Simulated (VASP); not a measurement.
# Ga (I4/mmm) in VASP: further runs

Aim: see how the results for Ga move with the level of theory and the settings. Levels: PBEsol, RPBE+D4, LDA. Tasks: elastic constants.

Program: VASP 6.6.1. These are calculated values, not measurements. Logs are shortened: lines on timing, memory, paths and dates and some standing lists are left out, and cuts for length are marked.

## (1) The cell of the first run

The structure is tetragonal, space group I4/mmm (No. 139). Conventional cell: a = 2.769 Å, b = 2.769 Å, c = 4.622 Å, α = 90.00°, β = 90.00°, γ = 90.00°. Ga (site symmetry 4/mmm) has 12 Ga at 2.77 to 3.03 Å within 3.6 Å.

## (2) Elastic constants, PBEsol

File INCAR:

```
ALGO = Fast
EDIFF = 1E-8
ENCUT = 600
GGA = PS
IBRION = 6
ISIF = 3
ISMEAR = -1
LASPH = T
LCHARG = F
LREAL = F
LWAVE = F
NBANDS = 12
NELM = 60
NFREE = 2
NSW = 1
POTIM = 0.015
PREC = Accurate
SIGMA = 0.05
```

File KPOINTS:

```
k-points
0
Gamma
  12 12 12
```

File POSCAR:

```
Ga
1.0
   -1.3843987196      1.3843987196      2.3112238365
    1.3843987196     -1.3843987196      2.3112238365
    1.3843987196      1.3843987196     -2.3112238365
Ga
1
Direct
    0.0000000000      0.0000000000      0.0000000000
```

Potentials or basis: VASP PAW PBE potentials, release 64 (Ga_d).

Command:

```bash
> cat potpaw_PBE.64/Ga_d/POTCAR > POTCAR
> mpirun -np 1 vasp_std > vasp.out
```

OUTCAR:

```text
EDIFF = 1E-8
   ENCUT = 600
   GGA = PS
   IBRION = 6
   ISIF = 3
   ISMEAR = -1
   LASPH = T
   LREAL = F
   NELM = 60
   NFREE = 2
   NSW = 1
   POTIM = 0.015
   PREC = Accurate

 ion  position               nearest neighbor table
   1  0.000  0.000  0.000-

  LATTYP: Found a body centered tetragonal cell.
 ALAT       =     2.7687974392
 C/A-ratio  =     1.6694784557

  Lattice vectors:

 A1 = (  -1.3843987196,   1.3843987196,   2.3112238365)
 A2 = (   1.3843987196,  -1.3843987196,   2.3112238365)
 A3 = (   1.3843987196,   1.3843987196,  -2.3112238365)

Analysis of symmetry for initial positions (statically):
=====================================================================
 Subroutine PRICEL returns:
 Original cell was already a primitive cell.

 Routine SETGRP: Setting up the symmetry group for a
 body centered tetragonal supercell.

 Subroutine GETGRP returns: Found 16 space group operations
 (whereof 16 operations were pure point group operations)
 out of a pool of 16 trial point group operations.

The static configuration has the point symmetry D_4h.

Analysis of symmetry for dynamics (positions and initial velocities):
=====================================================================
 Subroutine PRICEL returns:
 Original cell was already a primitive cell.

 Routine SETGRP: Setting up the symmetry group for a
 body centered tetragonal supercell.

 Subroutine GETGRP returns: Found 16 space group operations
 (whereof 16 operations were pure point group operations)
 out of a pool of 16 trial point group operations.

The dynamic configuration has the point symmetry D_4h.

 Subroutine INISYM returns: Found 16 space group operations
 (whereof 16 operations are pure point group operations),
 and found     1 'primitive' translations

----------------------------------------------------------------------------------------

                                     Primitive cell

  volume of cell :      17.7184

  direct lattice vectors                    reciprocal lattice vectors
    -1.384398720  1.384398720  2.311223836     0.000000000  0.361167627  0.216335602
     1.384398720 -1.384398720  2.311223836     0.361167627  0.000000000  0.216335602
     1.384398720  1.384398720 -2.311223836     0.361167627  0.361167627  0.000000000

  length of vectors
     3.029005654  3.029005654  3.029005654     0.421002550  0.421002550  0.510768156

  position of ions in fractional coordinates (direct lattice)
     0.000000000  0.000000000  0.000000000

  ion indices of the primitive-cell ions
   primitive index   ion index
                 1           1

----------------------------------------------------------------------------------------

 KPOINTS: k-points

Automatic generation of k-mesh.
 Grid dimensions read from file:
 generate k-points for:   12   12   12

 Generating k-lattice:

  Cartesian coordinates                     Fractional coordinates (reciprocal lattice)
     0.000000000  0.030097302  0.018027967     0.083333333  0.000000000 -0.000000000
     0.030097302  0.000000000  0.018027967     0.000000000  0.083333333 -0.000000000
[... 98 lines left out ...]

 number of electron      12.9999997 magnetization

 Free energy of the ion-electron system (eV)
  ---------------------------------------------------
  ext. energy  EPLUGINS =         0.00000000
  ---------------------------------------------------
  free energy    TOTEN  =        -3.33423281 eV

  energy without entropy =       -3.33042294  energy(sigma->0) =       -3.33232788

------------------------ aborting loop because EDIFF is reached ----------------------------------------

  FORCE on cell =-STRESS in cart. coord.  units (eV):
  Direction    XX          YY          ZZ          XY          YZ          ZX
  --------------------------------------------------------------------------------------
  -------------------------------------------------------------------------------------
  Total       -0.0550285     -0.0550285      0.1352414      0.0000000      0.0000000      0.0000000
  in kB       -4.9759246     -4.9759246     12.2291412      0.0000000      0.0000000      0.0000000
  external PRESSURE =       0.7590973 kB  Pullay stress =       0.0000000 kB
[... 86 lines left out ...]
  FREE ENERGIE OF THE ION-ELECTRON SYSTEM (eV)
  ---------------------------------------------------
  free  energy   TOTEN  =        -3.3343966849 eV

  energy  without entropy=       -3.3313134999  energy(sigma->0) =       -3.33285509

[... ionic steps 4 to 14 ...]

--------------------------------------- Ionic step       15  -------------------------------------------

 number of electron      12.9999998 magnetization

------------------------ aborting loop because EDIFF is reached ----------------------------------------
[... 65 lines left out ...]
--------------------------------------- Ionic step       17  -------------------------------------------

 number of electron      12.9999998 magnetization

 Free energy of the ion-electron system (eV)
  ---------------------------------------------------
  ext. energy  EPLUGINS =         0.00000000
  ---------------------------------------------------
  free energy    TOTEN  =        -3.33423475 eV

  energy without entropy =       -3.33042489  energy(sigma->0) =       -3.33232982

 E-fermi :   6.0364     XC(G=0): -11.4670

 val. band max:        5.9649450450   @ k =  -0.3333   0.3333   0.2500
 cond. band min:       6.0404743475   @ k =   0.3333   0.2500  -0.0000
 fundamental gap:      0.0755293025
 Fermi energy:         6.0364166729

 k-point     1 :       0.0000    0.0000    0.0000
  band No.  band energies     occupation
      1      -9.0449      2.00000
      2      -8.8842      2.00000
      3      -8.8481      2.00000
      4      -8.8481      2.00000
      5      -8.6839      2.00000
      6      -5.5505      2.00000
      7      18.6671      0.00000
      8      18.9795      0.00000
      9      18.9798      0.00000
     10      22.3687      0.00000
     11      22.5876      0.00000
     12      23.3003      0.00000
[... 331 lines left out ...]
 k-point    24 :      -0.4167    0.1667    0.0000
  band No.  band energies     occupation
      1      -8.9827      2.00000
      2      -8.9044      2.00000
      3      -8.8461      2.00000
      4      -8.7656      2.00000
      5      -8.6527      2.00000
      6      -0.9912      2.00000
      7       6.0410      0.95465
      8      12.6570      0.00000
      9      15.0619      0.00000
     10      17.4289      0.00000
     11      21.1215      0.00000
     12      23.6717      0.00000

 [... further k-points ...]
[... 5 lines left out ...]
  --------------------------------------------------------------------------------------
  -------------------------------------------------------------------------------------
  Total       -0.0529219     -0.0529219      0.1372701      0.0000000      0.0000000      0.0000000
  in kB       -4.7854394     -4.7854394     12.4125785      0.0000000      0.0000000      0.0000000
  external PRESSURE =       0.9472332 kB  Pullay stress =       0.0000000 kB
[... 16 lines left out ...]
  FREE ENERGIE OF THE ION-ELECTRON SYSTEM (eV)
  ---------------------------------------------------
  free  energy   TOTEN  =        -3.3342347514 eV

  energy  without entropy=       -3.3304248872  energy(sigma->0) =       -3.33232982

 INTERNAL STRAIN TENSORS FROM STRAINED CELLS
 ============================================

 INTERNAL STRAIN TENSOR FOR ION    1 for displacements in x,y,z  (eV/Angst):
          X           Y           Z          XY          YZ          ZX
  --------------------------------------------------------------------------------
  x     0.00000     0.00000     0.00000     0.00000     0.00000    -0.00000
  y     0.00000     0.00000     0.00000     0.00000    -0.00000     0.00000
  z    -0.00000     0.00000    -0.00000     0.00000    -0.00000     0.00000

 INTERNAL STRAIN TENSORS FROM DISPLACED ATOMS
 ============================================

 INTERNAL STRAIN TENSOR FOR ION    1 for displacements in x,y,z  (eV/Angst):
          X           Y           Z          XY          YZ          ZX
  --------------------------------------------------------------------------------
  x     0.00000     0.00000     0.00000     0.00000     0.00000     0.00000
  y     0.00000     0.00000     0.00000     0.00000     0.00000     0.00000
  z     0.00000     0.00000     0.00000     0.00000     0.00000     0.00000

 Eigenvectors and eigenvalues of the dynamical matrix
 ----------------------------------------------------

   1 f  =    0.000000 THz     0.000000 2PiTHz    0.000000 cm-1     0.000000 meV
             X         Y         Z           dx          dy          dz
      0.000000  0.000000  0.000000     0.000000    1.000000    0.000000

   2 f  =    0.000000 THz     0.000000 2PiTHz    0.000000 cm-1     0.000000 meV
             X         Y         Z           dx          dy          dz
      0.000000  0.000000  0.000000     1.000000    0.000000    0.000000

   3 f/i=    0.000000 THz     0.000000 2PiTHz    0.000000 cm-1     0.000000 meV
             X         Y         Z           dx          dy          dz
      0.000000  0.000000  0.000000     0.000000    0.000000    1.000000

--------------------------------------------------------------------------------------------------------

 ELASTIC MODULI CONTR FROM IONIC RELAXATION (kBar)
 Direction    XX          YY          ZZ          XY          YZ          ZX
 --------------------------------------------------------------------------------
 XX           0.0000      0.0000      0.0000      0.0000      0.0000      0.0000
 YY           0.0000      0.0000      0.0000      0.0000      0.0000      0.0000
 ZZ           0.0000      0.0000      0.0000      0.0000      0.0000      0.0000
 XY           0.0000      0.0000      0.0000      0.0000      0.0000      0.0000
 YZ           0.0000      0.0000      0.0000      0.0000      0.0000      0.0000
 ZX           0.0000      0.0000      0.0000      0.0000      0.0000      0.0000
 --------------------------------------------------------------------------------

 TOTAL ELASTIC MODULI (kBar)
 Direction    XX          YY          ZZ          XY          YZ          ZX
 --------------------------------------------------------------------------------
 XX         407.7741   1078.4457    444.8399      0.0000     -0.0000      0.0000
 YY        1078.4457    407.7741    444.8399      0.0000      0.0000     -0.0000
 ZZ         444.8399    444.8399    802.3003      0.0000      0.0000     -0.0000
 XY           0.0000      0.0000      0.0000   -188.2677      0.0000      0.0000
 YZ          -0.0000      0.0000      0.0000      0.0000   -159.0883      0.0000
 ZX           0.0000     -0.0000     -0.0000      0.0000      0.0000   -159.0884
 --------------------------------------------------------------------------------
```

Wall time 5 min (1 thread of Intel Xeon 6975P-C (Granite Rapids), shared host); peak memory 0.33 GiB.

Results:

```
Voigt bulk modulus : 62 GPa
```

Elastic tensor in Voigt notation (GPa, in the Cartesian axes of the cell as first typed):
```
 41 108  44   0   0   0
108  41  44   0   0   0
 44  44  80   0   0   0
  0   0   0 -16   0   0
  0   0   0   0 -16   0
  0   0   0   0   0 -19
```

Clamped-ion elastic tensor (GPa):
```
 41 108  44   0   0   0
108  41  44   0   0   0
 44  44  80   0   0   0
  0   0   0 -16   0   0
  0   0   0   0 -16   0
  0   0   0   0   0 -19
```

Caveat: the elastic tensor has a negative eigenvalue, so either the cell is unstable as it stands or the mesh is too thin; the PAW data sets were made with another functional, which shifts forces and pressure a little.

## (3) Elastic constants, RPBE+D4

File INCAR:

```
PREC = Accurate
ENCUT = 500
EDIFF = 1E-8
ISMEAR = 1
SIGMA = 0.01
LREAL = False
LASPH = True
NELM = 120
ALGO = Normal
ISIF = 3
LWAVE = False
LCHARG = False
GGA = RP
IVDW = 13
IBRION = 6
NFREE = 2
POTIM = 0.015
NSW = 1
GGA_COMPAT = False
```

File KPOINTS:

```
Automatic mesh
0
Gamma
  10 10 10
```

File POSCAR:

```
Ga
1.0
   -1.3843987200      1.3843987200      2.3112238350
    1.3843987200     -1.3843987200      2.3112238350
    1.3843987200      1.3843987200     -2.3112238350
Ga
1
Direct
    0.0000000000      0.0000000000      0.0000000000
```

Potentials or basis: VASP PAW PBE potentials, release 64 (Ga_d).

Command:

```bash
> cat potpaw_PBE.64/Ga_d/POTCAR > POTCAR
> mpirun -np 1 vasp_std > vasp.out
```

Wall time 2 min (1 thread of Intel Xeon 6975P-C (Granite Rapids), shared host); peak memory 0.22 GiB.

The run converged. Its results:

| Property | Result |
| --- | --- |
| Voigt bulk modulus | 58 GPa |
| Dispersion energy per atom | -0.935 eV |

Elastic tensor in Voigt notation (GPa, in the Cartesian axes of the cell as first typed):
```
100  71  19   0   0   0
 71 100  19   0   0   0
 19  19 101   0   0   0
  0   0   0 -11   0   0
  0   0   0   0 -11   0
  0   0   0   0   0   4
```

Clamped-ion elastic tensor (GPa):
```
100  71  19   0   0   0
 71 100  19   0   0   0
 19  19 101   0   0   0
  0   0   0 -11   0   0
  0   0   0   0 -11   0
  0   0   0   0   0   4
```

Caveat: the cell is under stress, which shifts elastic constants; the elastic tensor has a negative eigenvalue, so either the cell is unstable as it stands or the mesh is too thin; the PAW data sets were made with another functional, which shifts forces and pressure a little.

[end of part 1 of 2]
